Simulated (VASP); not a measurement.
# Al (P6_3/mmc) in VASP: a series of runs

Al is run at these levels: PBEsol; tasks: single point.

All numbers are computed with VASP 6.6.1; they aren't measurements. Logs are shortened: lines on timing, memory, paths and dates and some standing lists are left out, and cuts for length are marked.

**1. The cell of the first run**

The structure is hexagonal, space group P6_3/mmc (No. 194). The conventional cell has a = 2.531 Å, b = 2.531 Å, c = 4.867 Å, α = 90.00°, β = 90.00°, γ = 120.00°. Al (site symmetry -6m2) has 12 Al at 2.53 to 2.84 Å within 3.3 Å.

This isn't the form of Al at room conditions, which is fcc.

**2. Single point, PBEsol (strain -0.1000 x Voigt [1, 1, 0, 0, 0, 0])**

INCAR reads:

```
PREC = Accurate
ENCUT = 520
EDIFF = 1E-6
ISMEAR = 0
SIGMA = 0.15
LREAL = F
LASPH = T
NELM = 80
ALGO = Normal
ISIF = 2
LWAVE = F
LCHARG = T
GGA = PS
LELF = T
LVHAR = T
NBANDS = 10
```

KPOINTS reads:

```
Automatic mesh
0
Gamma
  18 18 10
```

POSCAR reads:

```
Al
1.0
    2.5312098163      0.0000000000      0.0000000000
   -1.2656049082      2.1920920033      0.0000000000
    0.0000000000      0.0000000000      4.8668500000
Al
2
Direct
    0.6666666667      0.3333333333      0.7500000000
    0.3333333333      0.6666666667      0.2500000000
```

Potentials or basis: VASP PAW PBE potentials, release 64 (Al).

On the command line:

```bash
cat potpaw_PBE.64/Al/POTCAR > POTCAR
mpirun -np 1 vasp_std > vasp.out
```

OUTCAR:

```text
PREC = Accurate
   ENCUT = 520
   EDIFF = 1E-6
   ISMEAR = 0
   LREAL = F
   LASPH = T
   NELM = 80
   ISIF = 2
   GGA = PS

 ion  position               nearest neighbor table
   1  0.667  0.333  0.750-   2 2.84   2 2.84   2 2.84   2 2.84   2 2.84   2 2.84
   2  0.333  0.667  0.250-   1 2.84   1 2.84   1 2.84   1 2.84   1 2.84   1 2.84

  LATTYP: Found a hexagonal cell.
 ALAT       =     2.5312098163
 C/A-ratio  =     1.9227366964

  Lattice vectors:

 A1 = (   2.5312098163,   0.0000000000,   0.0000000000)
 A2 = (  -1.2656049082,   2.1920920033,   0.0000000000)
 A3 = (   0.0000000000,   0.0000000000,   4.8668500000)

Analysis of symmetry for initial positions (statically):
=====================================================================
 Subroutine PRICEL returns:
 Original cell was already a primitive cell.

 Routine SETGRP: Setting up the symmetry group for a
 hexagonal supercell.

 Subroutine GETGRP returns: Found 24 space group operations
 (whereof 12 operations were pure point group operations)
 out of a pool of 24 trial point group operations.

The static configuration has the point symmetry D_3d.
 The point group associated with its full space group is D_6h.

Analysis of symmetry for dynamics (positions and initial velocities):
=====================================================================
 Subroutine PRICEL returns:
 Original cell was already a primitive cell.

 Routine SETGRP: Setting up the symmetry group for a
 hexagonal supercell.

 Subroutine GETGRP returns: Found 24 space group operations
 (whereof 12 operations were pure point group operations)
 out of a pool of 24 trial point group operations.

The dynamic configuration has the point symmetry D_3d.
 The point group associated with its full space group is D_6h.

 Subroutine INISYM returns: Found 24 space group operations
 (whereof 12 operations are pure point group operations),
 and found     1 'primitive' translations

----------------------------------------------------------------------------------------

                                     Primitive cell

  volume of cell :      27.0044

  direct lattice vectors                    reciprocal lattice vectors
     2.531209816  0.000000000  0.000000000     0.395068000  0.228092616  0.000000000
    -1.265604908  2.192092003  0.000000000     0.000000000  0.456185232  0.000000000
     0.000000000  0.000000000  4.866850000     0.000000000  0.000000000  0.205471712

  length of vectors
     2.531209816  2.531209816  4.866850000     0.456185232  0.456185232  0.205471712

  position of ions in fractional coordinates (direct lattice)
     0.666666667  0.333333333  0.750000000
     0.333333333  0.666666667  0.250000000

  ion indices of the primitive-cell ions
   primitive index   ion index
                 1           1
                 2           2

----------------------------------------------------------------------------------------

 KPOINTS: Automatic mesh

Automatic generation of k-mesh.
 Grid dimensions read from file:
 generate k-points for:   18   18   10

 Generating k-lattice:

  Cartesian coordinates                     Fractional coordinates (reciprocal lattice)
     0.021948222  0.012671812  0.000000000     0.055555556  0.000000000  0.000000000
     0.000000000  0.025343624  0.000000000     0.000000000  0.055555556  0.000000000
     0.000000000  0.000000000  0.020547171     0.000000000  0.000000000  0.100000000

  Length of vectors
     0.025343624  0.025343624  0.020547171

  Shift w.r.t. Gamma in fractional coordinates (k-lattice)
     0.000000000  0.000000000  0.000000000

 Subroutine IBZKPT returns following result:
 ===========================================

 Found    222 irreducible k-points:

 Following reciprocal coordinates:
            Coordinates               Weight
  0.000000  0.000000  0.000000      1.000000
  0.055556  0.000000  0.000000      6.000000
  0.111111  0.000000  0.000000      6.000000
  0.166667 -0.000000  0.000000      6.000000
  0.222222 -0.000000  0.000000      6.000000
  0.277778  0.000000  0.000000      6.000000
[... 16 lines left out ...]
  0.333333  0.111111  0.000000     12.000000
  0.388889  0.111111  0.000000     12.000000
 [... further k-points ...]
   k-points           NKPTS =    222   k-points in BZ     NKDIM =    222   number of bands    NBANDS=     10
   number of dos      NEDOS =    301   number of ions     NIONS =      2
   total plane-waves  NPLWV =  14400
   dimension x,y,z NGX =    20 NGY =   20 NGZ =   36
   dimension x,y,z NGXF=    40 NGYF=   40 NGZF=   72
   ions per type =               2
   NGX,Y,Z   is equivalent  to a cutoff of  13.14, 13.14, 12.30 a.u.
   NGXF,Y,Z  is equivalent  to a cutoff of  26.27, 26.27, 24.59 a.u.
 SYSTEM =  unknown system
   PREC   = accura    normal or accurate (medium, high low for compatibility)
   ISTART =      0    job   : 0-new  1-cont  2-samecut
   ICHARG =      2    charge: 1-file 2-atom 10-const
   ISPIN  =      1    spin polarized calculation?
   LNONCOLLINEAR =      F non collinear calculations
   LSORBIT =      F    spin-orbit coupling
   LASPH  =      T    aspherical Exc in radial PAW
   ENCUT  =  520.0 eV  38.22 Ry    6.18 a.u.   4.71  4.71  9.05*2*pi/ulx,y,z
   NELM   =     80;   NELMIN=  2; NELMDL= -5     # of ELM steps
   EDIFF  = 0.1E-05   stopping-criterion for ELM
   LREAL  =      F    real-space projection
   EDIFFG = 0.1E-04   stopping-criterion for IOM
   NSW    =      0    number of steps for IOM
   IBRION =     -1    ionic relax: 0-MD 1-quasi-New 2-CG
   NFREE  =      0    steps in history (QN), initial steepest desc. (CG)
   ISIF   =      2    stress and relaxation
   ISYM   =      2    0-nonsym 1-usesym 2-fastsym
   POTIM  = 0.5000    time-step for ionic-motion
   TEBEG  =    0.0;   TEEND  =   0.0 temperature during run
   PSTRESS=    0.0 pullay stress
   NELECT =       6.0000    total number of electrons
   NUPDOWN=      -1.0000    fix difference up-down
   EMIN   =  10.00;   EMAX   =-10.00  energy-range for DOS
   EFERMI =   0.00;   METHOD = LEGACY
   ISMEAR =     0;   SIGMA  =   0.15  broadening in eV -4-tet -1-fermi 0-gaus
   EFERMI_NEDOS =   21; number of points for ismear=-14 and -15
   IALGO  =     38    algorithm
   IMIX   =      4    mixing-type and parameters
     AMIX     =   0.40;   BMIX     =  1.00
     AMIX_MAG =   1.60;   BMIX_MAG =  1.00
  volume/ion in A,a.u.               =      13.50        91.12
  Fermi-wavevector in a.u.,A,eV,Ry     =   0.991548  1.873753 13.376797  0.983167
  Thomas-Fermi vector in A             =   2.123297
   LORBIT       =      0    0 simple, 1 ext, 2 COOP (PROOUT), +10 PAW based schemes
   GGA     = PS    functional components
   LHFCALC =     F    Hartree Fock is set to
   AEXX    =    0.0000 exact exchange contribution
   IVDW    =     0    specifies the selected vdW correction
   LEPSILON=     F    determine dielectric tensor
   LRPA    =     F    only Hartree local field effects (RPA)
 non-spin polarized calculation
 Gauss-broadening in eV      SIGMA  =   0.15
  energy-cutoff  :      520.00
  volume of cell :       27.00
 maximum number of plane-waves:       740
 NGX is ok and might be reduce to    20
   NGX =  9   NGY =  9   NGZ = 19

 number of electron       6.0000000 magnetization

 Free energy of the ion-electron system (eV)
  ---------------------------------------------------
  ext. energy  EPLUGINS =         0.00000000
  ---------------------------------------------------
  free energy    TOTEN  =        -7.53171110 eV

  energy without entropy =       -7.52277854  energy(sigma->0) =       -7.52724482

 E-fermi :  10.1047     XC(G=0): -10.9982

 val. band max:       10.0811418245   @ k =   0.3333   0.0556   0.0000
 cond. band min:      10.1100937628   @ k =   0.2778   0.2778   0.4000
 fundamental gap:      0.0289519382
 Fermi energy:        10.1047068870

 k-point     1 :       0.0000    0.0000    0.0000
  band No.  band energies     occupation
      1      -2.4033      2.00000
      2       3.4552      2.00000
      3       3.9086      2.00000
      4      19.9653      0.00000
      5      21.1893      0.00000
      6      24.5679      0.00000
      7      24.5679      0.00000
      8      25.3179      0.00000
      9      25.3179      0.00000
     10      28.7134      0.00000

 k-point     2 :       0.0556    0.0000    0.0000
  band No.  band energies     occupation
      1      -2.3085      2.00000
      2       3.5473      2.00000
      3       3.9964      2.00000
      4      19.9708      0.00000
      5      21.2633      0.00000
      6      22.9580      0.00000
      7      23.7577      0.00000
      8      24.7849      0.00000
      9      26.0130      0.00000
     10      28.3333      0.00000

 k-point     3 :       0.1111    0.0000    0.0000
  band No.  band energies     occupation
      1      -2.0245      2.00000
      2       3.8223      2.00000
      3       4.2599      2.00000
      4      19.5872      0.00000
      5      21.0023      0.00000
      6      21.4851      0.00000
      7      22.7336      0.00000
      8      23.2174      0.00000
      9      26.3724      0.00000
     10      26.3819      0.00000

 k-point     4 :       0.1667   -0.0000    0.0000
  band No.  band energies     occupation
      1      -1.5531      2.00000
      2       4.2758      2.00000
      3       4.6994      2.00000
      4      17.5679      0.00000
      5      20.7459      0.00000
      6      21.3796      0.00000
      7      21.8098      0.00000
      8      21.8522      0.00000
      9      23.7802      0.00000
     10      25.6127      0.00000
[... 222 lines left out ...]
 k-point    22 :       0.2778    0.1111    0.0000
  band No.  band energies     occupation
      1       1.2288      2.00000
      2       6.8044      2.00000
      3       7.3432      2.00000
      4      11.1377      0.00000
      5      14.8945      0.00000
      6      16.9229      0.00000
      7      17.6578      0.00000
      8      20.9647      0.00000
      9      21.7633      0.00000
     10      24.1072      0.00000

 k-point    23 :       0.3333    0.1111    0.0000
  band No.  band energies     occupation
      1       2.4077      2.00000
      2       7.5030      2.00000
      3       8.4911      2.00000
      4       9.5565      2.00000
      5      13.6765      0.00000
      6      14.8902      0.00000
      7      16.7143      0.00000
      8      20.7592      0.00000
      9      21.3059      0.00000
     10      24.2986      0.00000

 k-point    24 :       0.3889    0.1111    0.0000
  band No.  band energies     occupation
      1       3.7417      2.00000
      2       6.7503      2.00000
      3       9.6856      1.99992
      4       9.8138      1.99390
      5      12.3459      0.00000
      6      13.0335      0.00000
      7      16.2084      0.00000
      8      20.6125      0.00000
      9      21.0327      0.00000
     10      24.2951      0.00000

 [... further k-points ...]

------------------------ aborting loop because EDIFF is reached ----------------------------------------

  FORCE on cell =-STRESS in cart. coord.  units (eV):
  Direction    XX          YY          ZZ          XY          YZ          ZX
  --------------------------------------------------------------------------------------
  -------------------------------------------------------------------------------------
  Total        6.3666888      6.3666888      1.3609821     -0.0000000      0.0000000     -0.0000000
  in kB      377.7368182    377.7368183     80.7473198     -0.0000000      0.0000000     -0.0000000
  external PRESSURE =     278.7403188 kB  Pullay stress =       0.0000000 kB

 VOLUME and BASIS-vectors are now :
 -----------------------------------------------------------------------------
  energy-cutoff  :      520.00
  volume of cell :       27.00
      direct lattice vectors                 reciprocal lattice vectors
     2.531209816  0.000000000  0.000000000     0.395068000  0.228092616  0.000000000
    -1.265604908  2.192092003  0.000000000     0.000000000  0.456185232  0.000000000
     0.000000000  0.000000000  4.866850000     0.000000000  0.000000000  0.205471712

 POSITION                                       TOTAL-FORCE (eV/Angst)
 -----------------------------------------------------------------------------------
      1.26560      0.73070      3.65014         0.000000     -0.000000      0.000000
     -0.00000      1.46139      1.21671        -0.000000      0.000000      0.000000
 -----------------------------------------------------------------------------------
    total drift:                                0.000000     -0.000000      0.000000

  FREE ENERGIE OF THE ION-ELECTRON SYSTEM (eV)
  ---------------------------------------------------
  free  energy   TOTEN  =        -7.5317111032 eV

  energy  without entropy=       -7.5227785365  energy(sigma->0) =       -7.52724482
```

Wall time 89 s (1 thread of AMD EPYC 7R43 (Zen 3), shared host); peak memory 0.13 GiB.

Results:

```
Free energy            : -7.5317 eV
Pressure               : 27.9 GPa
Band gap on the k mesh : zero (bands 3 and 4 overlap by 5.87 eV)
```

Stress tensor (GPa, compression positive):
```
37.77  0.00  0.00
 0.00 37.77  0.00
 0.00  0.00  8.07
```

Caveat: the cell differs from its parent crystal (strain -0.1000 x Voigt [1, 1, 0, 0, 0, 0]); the stress differs along the axes, from 8 to 38 GPa; the PAW data sets were made with another functional, which shifts forces and pressure a little.

(Continued in part 2 of 2.)

The gap in the log of VASP goes by the Fermi energy; the results here count the filled bands.